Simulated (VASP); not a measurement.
# HfO2 (Fm-3m) in VASP: notebook, part 2 of 2

VASP 6.6.1.

### Step 3. Single point, PBE

This run uses another cell than the first one: it holds 12 atoms, not 9.

INCAR

```
SYSTEM = HfO2
PREC = Accurate ; ENCUT = 520
EDIFF = 1E-6 ; ISMEAR = 0
SIGMA = 0.05 ; LREAL = .False.
LASPH = .True. ; NELM = 60
ALGO = Normal ; ISIF = 2
LWAVE = .False. ; LCHARG = .False.
GGA = PE ; NBANDS = 56
```

KPOINTS

```
regular mesh
0
Gamma
  6 6 3
  0 0 0
```

POSCAR

```
HfO2
1.0
   -2.5488057606     -2.5488057606      0.0000000000
    2.5488057606     -2.5488057606      0.0000000000
    0.0000000000      0.0000000000     10.1952230425
Hf O
4 8
Direct
    0.5000000000      0.5000000000      0.2500000000
    0.0000000000      0.0000000000      0.5000000000
    0.5000000000      0.5000000000      0.7500000000
    0.0000000000      0.0000000000      0.0000000000
    0.5000000000      0.0000000000      0.1250000000
    0.0000000000      0.5000000000      0.3750000000
    0.5000000000      0.0000000000      0.6250000000
    0.0000000000      0.5000000000      0.8750000000
    0.5000000000      0.0000000000      0.3750000000
    0.0000000000      0.5000000000      0.6250000000
    0.5000000000      0.0000000000      0.8750000000
    0.0000000000      0.5000000000      0.1250000000
```

Potentials or basis: VASP PAW PBE potentials, release 64 (Hf_pv, O).

Started as:

```sh
$ cat potpaw_PBE.64/Hf_pv/POTCAR potpaw_PBE.64/O/POTCAR > POTCAR
$ mpirun -np 1 vasp_std > vasp.out
```

Run time: 3.1 min. Hardware: 1 thread of Intel Xeon 6975P-C, shared host; peak memory 0.3 GiB.

The run converged. Its results:

| Property | Result |
| --- | --- |
| Free energy | -120.9737 eV |
| Pressure | -3.6 GPa |
| Band gap on the k mesh | 3.76 eV |

Levels at points of the mesh, in eV from the valence-band top:
| k point | band 42 | band 43 | band 44 | band 45 | band 46 | band 47 |
| --- | --- | --- | --- | --- | --- | --- |
| (0.00, 0.00, 0.00) | -0.60 | -0.60 | 0.00 | 3.76 | 3.84 | 3.84 |
| (0.50, 0.00, 0.00) | -1.81 | -0.70 | -0.70 | 4.28 | 4.28 | 4.55 |
| (0.50, 0.50, 0.00) | -0.20 | 0.00 | 0.00 | 3.76 | 3.76 | 4.76 |

Caveat: spin-orbit coupling is left out, which moves the levels of the heavy elements. A hybrid or GW would open this gap; PBE tends to underestimate it.

### Step 4. Single point, PBE

This run uses another cell than the first one: it holds 3 atoms, not 9.

INCAR

```
PREC = Accurate ; ENCUT = 520
EDIFF = 1E-6 ; ISMEAR = 0
SIGMA = 0.05 ; LREAL = F
LASPH = T ; NELM = 100
ALGO = Normal ; ISIF = 2
LWAVE = F ; LCHARG = F
GGA = PE ; NBANDS = 18
```

KPOINTS

```
regular mesh
0
Gamma
  8 8 8
```

POSCAR

```
HfO2
1.0
    0.0000000000      2.5488057610      2.5488057610
    2.5488057610      0.0000000000      2.5488057610
    2.5488057610      2.5488057610      0.0000000000
Hf O
1 2
Direct
    0.0000000000      0.0000000000      0.0000000000
    0.2500000000      0.2500000000      0.2500000000
    0.7500000000      0.7500000000      0.7500000000
```

Potentials or basis: VASP PAW PBE potentials, release 64 (Hf_pv, O).

Started as:

```sh
$ cat potpaw_PBE.64/Hf_pv/POTCAR potpaw_PBE.64/O/POTCAR > POTCAR
$ mpirun -np 1 vasp_std > vasp.out
```

OUTCAR:

```text
PREC = Accurate
   ENCUT = 520
   EDIFF = 1E-6
   ISMEAR = 0
   LREAL = F
   LASPH = T
   NELM = 100
   ISIF = 2
   GGA = PE

 ion  position               nearest neighbor table
   1  0.000  0.000  0.000-   3 2.21   3 2.21   3 2.21   2 2.21   2 2.21   2 2.21   3 2.21   2 2.21

   2  0.250  0.250  0.250-   1 2.21   1 2.21   1 2.21   1 2.21
   3  0.750  0.750  0.750-   1 2.21   1 2.21   1 2.21   1 2.21

  LATTYP: Found a face centered cubic cell.
 ALAT       =     5.0976115220

  Lattice vectors:

[... 194 lines left out ...]
      6      -1.1027      2.00000
[... 481 lines left out ...]
      5     -12.4221      2.00000
      6      -0.6063      2.00000
[... 10 lines left out ...]
     17      15.0267      0.00000
     18      16.9701      0.00000

 [... further k-points ...]
[... 5 lines left out ...]
  --------------------------------------------------------------------------------------
  -------------------------------------------------------------------------------------
  Total       -0.7495566     -0.7495566     -0.7495566     -0.0000000     -0.0000000      0.0000000
  in kB      -36.2639259    -36.2639259    -36.2639259     -0.0000000     -0.0000000      0.0000000
  external PRESSURE =     -36.2639259 kB  Pullay stress =       0.0000000 kB

 VOLUME and BASIS-vectors are now :
 -----------------------------------------------------------------------------
  energy-cutoff  :      520.00
  volume of cell :       33.12
      direct lattice vectors                 reciprocal lattice vectors
     0.000000000  2.548805761  2.548805761    -0.196170304  0.196170304  0.196170304
     2.548805761  0.000000000  2.548805761     0.196170304 -0.196170304  0.196170304
     2.548805761  2.548805761  0.000000000     0.196170304  0.196170304 -0.196170304

 POSITION                                       TOTAL-FORCE (eV/Angst)
 -----------------------------------------------------------------------------------
      0.00000      0.00000      0.00000         0.000000     -0.000000      0.000000
      1.27440      1.27440      1.27440        -0.000000      0.000000      0.000000
      3.82321      3.82321      3.82321        -0.000000     -0.000000     -0.000000
 -----------------------------------------------------------------------------------
    total drift:                                0.000000      0.000000      0.000000

  FREE ENERGIE OF THE ION-ELECTRON SYSTEM (eV)
  ---------------------------------------------------
  free  energy   TOTEN  =       -30.2433591419 eV

  energy  without entropy=      -30.2433591419  energy(sigma->0) =      -30.24335914
```

stdout:

```text
POSCAR found type information on POSCAR HfO
 POSCAR found :  2 types and       3 ions
 scaLAPACK will be used
 LDA part: xc-table for (Slater+PW92), standard interpolation
 POSCAR, INCAR and KPOINTS ok, starting setup
 FFT: planning ... GRIDC
 FFT: planning ... GRID_SOFT
 FFT: planning ... GRID
 WAVECAR not read
 entering main loop
```

It took 16 s on 1 thread of AMD EPYC 7R13 (Zen 3), shared host; peak memory 0.13 GiB.

Results:

```
Free energy            : -30.2434 eV
Pressure               : -3.6 GPa
Band gap on the k mesh : 3.76 eV, direct
```

Caveat: spin-orbit coupling is left out, which moves the levels of the heavy elements.

### Step 5. Single point, PBE

This run uses another cell than the first one: it holds 3 atoms, not 9.

INCAR

```
ALGO = Normal
EDIFF = 1E-7
ENCUT = 520
GGA = PE
ISIF = 2
ISMEAR = 0
LASPH = T
LCHARG = F
LREAL = F
LWAVE = F
NBANDS = 18
NELM = 60
PREC = Accurate
SIGMA = 0.01
```

KPOINTS

```
k-points
0
Gamma
  8 8 8
```

POSCAR

```
HfO2
1.0
    0.0000000000      2.4254772489      2.4254772489
    2.4254772489      0.0000000000      2.4254772489
    2.4254772489      2.4254772489      0.0000000000
Hf O
1 2
Direct
    0.0000000000      0.0000000000      0.0000000000
    0.2500000000      0.2500000000      0.2500000000
    0.7500000000      0.7500000000      0.7500000000
```

Started as:

```sh
$ cat potpaw_PBE.64/Hf_pv/POTCAR potpaw_PBE.64/O/POTCAR > POTCAR
$ mpirun -np 1 vasp_std > vasp.out
```

Wall time 21 s (1 thread of Intel Xeon Platinum 8259CL at 2.50GHz (Skylake/Cascade Lake), shared host); peak memory 0.16 GiB.

It converged, with:

```
Free energy            : -29.7316 eV
Pressure               : 44.9 GPa
Band gap on the k mesh : 4.16 eV, direct
```

Levels at points of the mesh, in eV from the valence-band top:
```csv
k point,band 8,band 9,band 10,band 11,band 12,band 13,band 14,band 15
"(0.00, 0.00, 0.00)",-6.22,-0.67,-0.67,-0.67,4.17,4.17,6.91,12.20
"(0.50, 0.00, 0.00)",-3.24,-3.02,-1.97,-1.97,5.09,5.09,8.32,9.49
"(0.50, 0.50, 0.00)",-3.74,-1.77,-1.77,0.00,4.16,6.22,7.94,9.39
```

Caveat: spin-orbit coupling is left out, which moves the levels of the heavy elements. A k mesh can miss the band edges.

### Step 6. Overview

```tsv
cell	k mesh	smearing	gap on the mesh (eV)	pressure (GPa)
a = 3.605, b = 3.605, c = 8.829 Å, angles 90.0, 90.0, 60.0°, 9 atoms	7 × 7 × 3	gaussian 0.05 eV	3.92	-3.6
a = 3.605, b = 3.605, c = 10.195 Å, 12 atoms	6 × 6 × 3	gaussian 0.05 eV	3.76	-3.6
a = 3.605 Å, angles 60.0°, 3 atoms	8 × 8 × 8	gaussian 0.05 eV	3.76	-3.6
a = 3.430 Å, angles 60.0°, 3 atoms	8 × 8 × 8	gaussian 0.01 eV	4.16	44.9
```

Alike in all rows: task single point; level PBE; potentials or basis VASP PAW PBE potentials, release 64 (Hf_pv, O); no spin polarisation; cutoff (eV) 520.

Caveats: spin-orbit coupling is left out, which moves the levels of the heavy elements.

Absolute energies hang on the potentials; compare differences alone.
